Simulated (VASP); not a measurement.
# PtSe2 (P6_3/mmc) in VASP: single point with r2SCAN+rVV10

Aim: the single point of PtSe2 with r2SCAN+rVV10.

Everything below comes from runs of VASP 6.6.1. Logs are shortened: lines on timing, memory, paths and dates and some standing lists are left out, and cuts for length are marked.

## 1. The cell of the first run

Symmetry: P6_3/mmc, No. 194, hexagonal system. Conventional cell: a = 3.597 Å, b = 3.597 Å, c = 11.251 Å, α = 90.00°, β = 90.00°, γ = 120.00°. Pt (site symmetry -6m2) has 6 Se at 2.55 Å within 3.4 Å. Within 3.4 Å of Se (site symmetry 3m) lie 3 Pt at 2.55 Å and 4 Se at 2.97 to 3.37 Å.

## 2. Single point, r2SCAN+rVV10

File POSCAR:

```
PtSe2
1.0
    3.5971505249      0.0000000000      0.0000000000
   -1.7985752624      3.1152237358      0.0000000000
    0.0000000000      0.0000000000     11.2512593122
Pt Se
2 4
Direct
    0.3333333333      0.6666666667      0.2500000000
    0.6666666667      0.3333333333      0.7500000000
    0.6666666667      0.3333333333      0.3819638021
    0.6666666667      0.3333333333      0.1180361979
    0.3333333333      0.6666666667      0.8819638021
    0.3333333333      0.6666666667      0.6180361979
```

File INCAR.step1:

```
SYSTEM = PtSe2
PREC = Accurate
ENCUT = 520
ISMEAR = -1
SIGMA = 0.03
LREAL = .FALSE.
LASPH = .TRUE.
NELM = 100
NBANDS = 31
GGA = PE
ALGO = Normal
EDIFF = 1E-4
LWAVE = .TRUE.
LCHARG = .FALSE.
```

File INCAR.step2:

```
SYSTEM = PtSe2
PREC = Accurate
ENCUT = 520
EDIFF = 1E-6
ISMEAR = -1
SIGMA = 0.03
LREAL = .FALSE.
LASPH = .TRUE.
NELM = 100
ALGO = Normal
ISIF = 2
LWAVE = .FALSE.
LCHARG = .TRUE.
METAGGA = R2SCAN
LMIXTAU = .TRUE.
LUSE_VDW = .TRUE.
IVDW_NL = 2
BPARAM = 11.95
CPARAM = 0.0093
LELF = .TRUE.
LVHAR = .TRUE.
NBANDS = 31
ISTART = 1
```

File KPOINTS:

```
regular mesh
0
G
  12 12 4
  0 0 0
```

Potentials or basis: VASP PAW PBE potentials, release 64 (Pt, Se).

Launch:

```sh
$ cat potpaw_PBE.64/Pt/POTCAR potpaw_PBE.64/Se/POTCAR > POTCAR
$ cp INCAR.step1 INCAR
$ mpirun -np 1 vasp_std > vasp.out
$ cp INCAR.step2 INCAR
$ mpirun -np 1 vasp_std > vasp.out
```

OUTCAR:

```text
SYSTEM = PtSe2
   PREC = Accurate
   ENCUT = 520
   EDIFF = 1E-6
   ISMEAR = -1
   LREAL = .FALSE.
   LASPH = .TRUE.
   NELM = 100
   ISIF = 2
   METAGGA = R2SCAN
   IVDW_NL = 2
   BPARAM = 11.95
   ISTART = 1

 ion  position               nearest neighbor table
   1  0.333  0.667  0.250-   3 2.55   4 2.55   3 2.55   4 2.55   3 2.55   4 2.55
   2  0.667  0.333  0.750-   5 2.55   6 2.55   5 2.55   6 2.55   5 2.55   6 2.55
   3  0.667  0.333  0.382-   1 2.55   1 2.55   1 2.55
   4  0.667  0.333  0.118-   1 2.55   1 2.55   1 2.55
   5  0.333  0.667  0.882-   2 2.55   2 2.55   2 2.55
   6  0.333  0.667  0.618-   2 2.55   2 2.55   2 2.55

  LATTYP: Found a hexagonal cell.
 ALAT       =     3.5971505249
 C/A-ratio  =     3.1278255481

  Lattice vectors:

 A1 = (   3.5971505249,   0.0000000000,   0.0000000000)
 A2 = (  -1.7985752624,   3.1152237358,   0.0000000000)
 A3 = (   0.0000000000,   0.0000000000,  11.2512593122)

Analysis of symmetry for initial positions (statically):
=====================================================================
 Subroutine PRICEL returns:
 Original cell was already a primitive cell.

 Routine SETGRP: Setting up the symmetry group for a
 hexagonal supercell.

 Subroutine GETGRP returns: Found 24 space group operations
 (whereof 12 operations were pure point group operations)
 out of a pool of 24 trial point group operations.

The static configuration has the point symmetry D_3d.
 The point group associated with its full space group is D_6h.

Analysis of symmetry for dynamics (positions and initial velocities):
=====================================================================
 Subroutine PRICEL returns:
 Original cell was already a primitive cell.

 Routine SETGRP: Setting up the symmetry group for a
 hexagonal supercell.

 Subroutine GETGRP returns: Found 24 space group operations
 (whereof 12 operations were pure point group operations)
 out of a pool of 24 trial point group operations.

The dynamic configuration has the point symmetry D_3d.
 The point group associated with its full space group is D_6h.

 Subroutine INISYM returns: Found 24 space group operations
 (whereof 12 operations are pure point group operations),
 and found     1 'primitive' translations

----------------------------------------------------------------------------------------

                                     Primitive cell

  volume of cell :     126.0808

  direct lattice vectors                    reciprocal lattice vectors
     3.597150525  0.000000000  0.000000000     0.277997819  0.160502116  0.000000000
    -1.798575262  3.115223736  0.000000000     0.000000000  0.321004231  0.000000000
     0.000000000  0.000000000 11.251259312     0.000000000  0.000000000  0.088878940

  length of vectors
     3.597150525  3.597150525 11.251259312     0.321004231  0.321004231  0.088878940

  position of ions in fractional coordinates (direct lattice)
     0.333333333  0.666666667  0.250000000
     0.666666667  0.333333333  0.750000000
     0.666666667  0.333333333  0.381963802
     0.666666667  0.333333333  0.118036198
     0.333333333  0.666666667  0.881963802
     0.333333333  0.666666667  0.618036198

  ion indices of the primitive-cell ions
   primitive index   ion index
                 1           1
                 2           2
                 3           3
                 4           4
                 5           5
                 6           6

----------------------------------------------------------------------------------------

 KPOINTS: regular mesh

Automatic generation of k-mesh.
 Grid dimensions read from file:
 generate k-points for:   12   12    4

 Generating k-lattice:

  Cartesian coordinates                     Fractional coordinates (reciprocal lattice)
     0.023166485  0.013375176  0.000000000     0.083333333  0.000000000  0.000000000
     0.000000000  0.026750353  0.000000000     0.000000000  0.083333333  0.000000000
     0.000000000  0.000000000  0.022219735     0.000000000  0.000000000  0.250000000

  Length of vectors
     0.026750353  0.026750353  0.022219735

  Shift w.r.t. Gamma in fractional coordinates (k-lattice)
     0.000000000  0.000000000  0.000000000

 Subroutine IBZKPT returns following result:
 ===========================================

 Found     57 irreducible k-points:

 Following reciprocal coordinates:
            Coordinates               Weight
  0.000000  0.000000  0.000000      1.000000
  0.083333 -0.000000  0.000000      6.000000
  0.166667  0.000000  0.000000      6.000000
  0.250000 -0.000000  0.000000      6.000000
  0.333333  0.000000  0.000000      6.000000
  0.416667  0.000000  0.000000      6.000000
[... 16 lines left out ...]
  0.250000 -0.000000  0.250000     12.000000
  0.333333  0.000000  0.250000     12.000000
 [... further k-points ...]
   k-points           NKPTS =     57   k-points in BZ     NKDIM =     57   number of bands    NBANDS=     31
   number of dos      NEDOS =    301   number of ions     NIONS =      6
   total plane-waves  NPLWV =  65856
   dimension x,y,z NGX =    28 NGY =   28 NGZ =   84
   dimension x,y,z NGXF=    56 NGYF=   56 NGZF=  168
   ions per type =               2   4
   NGX,Y,Z   is equivalent  to a cutoff of  12.94, 12.94, 12.41 a.u.
   NGXF,Y,Z  is equivalent  to a cutoff of  25.88, 25.88, 24.82 a.u.
 SYSTEM =  PtSe2
   PREC   = accura    normal or accurate (medium, high low for compatibility)
   ISTART =      1    job   : 0-new  1-cont  2-samecut
   ICHARG =      0    charge: 1-file 2-atom 10-const
   ISPIN  =      1    spin polarized calculation?
   LNONCOLLINEAR =      F non collinear calculations
   LSORBIT =      F    spin-orbit coupling
   LASPH  =      T    aspherical Exc in radial PAW
   ENCUT  =  520.0 eV  38.22 Ry    6.18 a.u.   6.69  6.69 20.92*2*pi/ulx,y,z
   NELM   =    100;   NELMIN=  2; NELMDL=  0     # of ELM steps
   EDIFF  = 0.1E-05   stopping-criterion for ELM
   LREAL  =      F    real-space projection
   EDIFFG = 0.1E-04   stopping-criterion for IOM
   NSW    =      0    number of steps for IOM
   IBRION =     -1    ionic relax: 0-MD 1-quasi-New 2-CG
   NFREE  =      0    steps in history (QN), initial steepest desc. (CG)
   ISIF   =      2    stress and relaxation
   ISYM   =      2    0-nonsym 1-usesym 2-fastsym
   POTIM  = 0.5000    time-step for ionic-motion
   TEBEG  =    0.0;   TEEND  =   0.0 temperature during run
   PSTRESS=    0.0 pullay stress
   NELECT =      44.0000    total number of electrons
   NUPDOWN=      -1.0000    fix difference up-down
   EMIN   =  10.00;   EMAX   =-10.00  energy-range for DOS
   EFERMI =   0.00;   METHOD = LEGACY
   ISMEAR =    -1;   SIGMA  =   0.03  broadening in eV -4-tet -1-fermi 0-gaus
   EFERMI_NEDOS =   21; number of points for ismear=-14 and -15
   IALGO  =     38    algorithm
   IMIX   =      4    mixing-type and parameters
     AMIX     =   0.40;   BMIX     =  1.00
     AMIX_MAG =   1.60;   BMIX_MAG =  1.00
  volume/ion in A,a.u.               =      21.01       141.81
  Fermi-wavevector in a.u.,A,eV,Ry     =   1.152593  2.178085 18.074947  1.328471
  Thomas-Fermi vector in A             =   2.289243
   LORBIT       =      0    0 simple, 1 ext, 2 COOP (PROOUT), +10 PAW based schemes
   METAGGA = R2SCAN    functional components
   LHFCALC =     F    Hartree Fock is set to
   AEXX    =    0.0000 exact exchange contribution
   IVDW_NL    =     2    kernel type
   BPARAM     =11.9500
   IVDW    =     0    specifies the selected vdW correction
   LEPSILON=     F    determine dielectric tensor
   LRPA    =     F    only Hartree local field effects (RPA)
 non-spin polarized calculation
  energy-cutoff  :      520.00
  volume of cell :      126.08
 maximum number of plane-waves:      3462
 NGX is ok and might be reduce to    28
   NGX = 13   NGY = 13   NGZ = 41

 number of electron      44.0000001 magnetization

 Free energy of the ion-electron system (eV)
  ---------------------------------------------------
  ext. energy  EPLUGINS =         0.00000000
  ---------------------------------------------------
  free energy    TOTEN  =      -159.30591150 eV

  energy without entropy =     -159.29646076  energy(sigma->0) =     -159.30118613

 E-fermi :   5.8895     XC(G=0): -11.1666

 val. band max:        5.8847995298   @ k =   0.0833   0.0833   0.2500
 cond. band min:       5.9048212077   @ k =   0.2500  -0.0000   0.2500
 fundamental gap:      0.0200216779
 Fermi energy:         5.8895320414

 k-point     1 :       0.0000    0.0000    0.0000
  band No.  band energies     occupation
      1     -10.3161      2.00000
      2      -9.7706      2.00000
      3      -8.8924      2.00000
      4      -7.9044      2.00000
      5      -1.8582      2.00000
      6      -0.0956      2.00000
[... 23 lines left out ...]
     30      12.8334      0.00000
     31      13.7647      0.00000

 k-point     2 :       0.0833   -0.0000    0.0000
  band No.  band energies     occupation
      1     -10.2442      2.00000
      2      -9.7049      2.00000
      3      -8.8473      2.00000
      4      -7.8848      2.00000
      5      -1.7712      2.00000
      6      -0.0271      2.00000
[... 23 lines left out ...]
     30      13.2333      0.00000
     31      13.3162      0.00000

 k-point     3 :       0.1667    0.0000    0.0000
  band No.  band energies     occupation
      1     -10.0379      2.00000
      2      -9.5200      2.00000
      3      -8.7180      2.00000
      4      -7.8323      2.00000
      5      -1.5348      2.00000
      6       0.0801      2.00000
[... 23 lines left out ...]
     30      13.2854      0.00000
     31      13.3506      0.00000

 k-point     4 :       0.2500   -0.0000    0.0000
  band No.  band energies     occupation
      1      -9.7282      2.00000
      2      -9.2543      2.00000
      3      -8.5235      2.00000
      4      -7.7651      2.00000
      5      -1.2612      2.00000
      6      -0.3098      2.00000
[... 635 lines left out ...]
     30      13.0078      0.00000
     31      13.4571      0.00000

 k-point    23 :       0.2500   -0.0000    0.2500
  band No.  band energies     occupation
      1      -9.6815      2.00000
      2      -9.3660      2.00000
      3      -8.3732      2.00000
      4      -7.8569      2.00000
      5      -1.1163      2.00000
      6      -0.3483      2.00000
[... 23 lines left out ...]
     30      12.7494      0.00000
     31      13.2868      0.00000

 k-point    24 :       0.3333    0.0000    0.2500
  band No.  band energies     occupation
      1      -9.3323      2.00000
      2      -9.0653      2.00000
      3      -8.1818      2.00000
      4      -7.7814      2.00000
      5      -1.1661      2.00000
      6      -0.7208      2.00000
[... 23 lines left out ...]
     30      12.4960      0.00000
     31      13.0673      0.00000

 [... further k-points ...]
[... 5 lines left out ...]
  --------------------------------------------------------------------------------------
  -------------------------------------------------------------------------------------
  Total        0.2568030      0.2568030      0.4006432      0.0000000      0.0000000      0.0000000
  in kB        3.2633357      3.2633357      5.0911905      0.0000000      0.0000000      0.0000000
  external PRESSURE =       3.8726206 kB  Pullay stress =       0.0000000 kB

 VOLUME and BASIS-vectors are now :
 -----------------------------------------------------------------------------
  energy-cutoff  :      520.00
  volume of cell :      126.08
      direct lattice vectors                 reciprocal lattice vectors
     3.597150525  0.000000000  0.000000000     0.277997819  0.160502116  0.000000000
    -1.798575262  3.115223736  0.000000000     0.000000000  0.321004231  0.000000000
     0.000000000  0.000000000 11.251259312     0.000000000  0.000000000  0.088878940

 POSITION                                       TOTAL-FORCE (eV/Angst)
 -----------------------------------------------------------------------------------
     -0.00000      2.07682      2.81281         0.000000     -0.000000      0.000000
      1.79858      1.03841      8.43844        -0.000000      0.000000      0.000000
      1.79858      1.03841      4.29757        -0.000000      0.000000      0.062467
      1.79858      1.03841      1.32806        -0.000000      0.000000     -0.062467
     -0.00000      2.07682      9.92320         0.000000      0.000000      0.062467
     -0.00000      2.07682      6.95369         0.000000     -0.000000     -0.062467
 -----------------------------------------------------------------------------------
    total drift:                               -0.000000      0.000000      0.000000

  FREE ENERGIE OF THE ION-ELECTRON SYSTEM (eV)
  ---------------------------------------------------
  free  energy   TOTEN  =      -159.3059115008 eV

  energy  without entropy=     -159.2964607575  energy(sigma->0) =     -159.30118613
```

Wall time 9.7 min (1 thread of Intel Xeon Platinum 8488C (Sapphire Rapids), shared host); peak memory 0.63 GiB.

What came out:

```
Free energy            : -159.3059 eV
Pressure               : 0.4 GPa
Largest force          : 0.062 eV/Å
Band gap on the k mesh : zero (band 22 reaches 6.27 eV, above the bottom of band 23 at 5.42 eV)
```

Forces in eV/Å, atoms in the order of the input:
```
Pt   0.000  0.000  0.000
Pt   0.000  0.000  0.000
Se   0.000  0.000  0.062
Se   0.000  0.000 -0.062
Se   0.000  0.000  0.062
Se   0.000  0.000 -0.062
```

Levels at points of the mesh, in eV from the Fermi level:
```tsv
k point	band 19	band 20	band 21	band 22	band 23	band 24	band 25	band 26
(0.00, 0.00, 0.00)	0.29	0.33	0.38	0.38	0.59	0.59	0.92	0.92
(0.50, 0.00, 0.00)	-2.27	-2.24	-2.01	-1.56	0.22	0.75	1.79	2.12
(0.00, 0.00, 0.50)	0.30	0.30	0.30	0.30	0.78	0.78	0.78	0.78
(0.50, 0.00, 0.50)	-2.21	-2.21	-1.82	-1.82	1.01	1.01	1.28	1.28
```

Caveat: the PAW data sets were made with another functional, which shifts forces and pressure a little; spin-orbit coupling is left out, which moves the levels of the heavy elements.
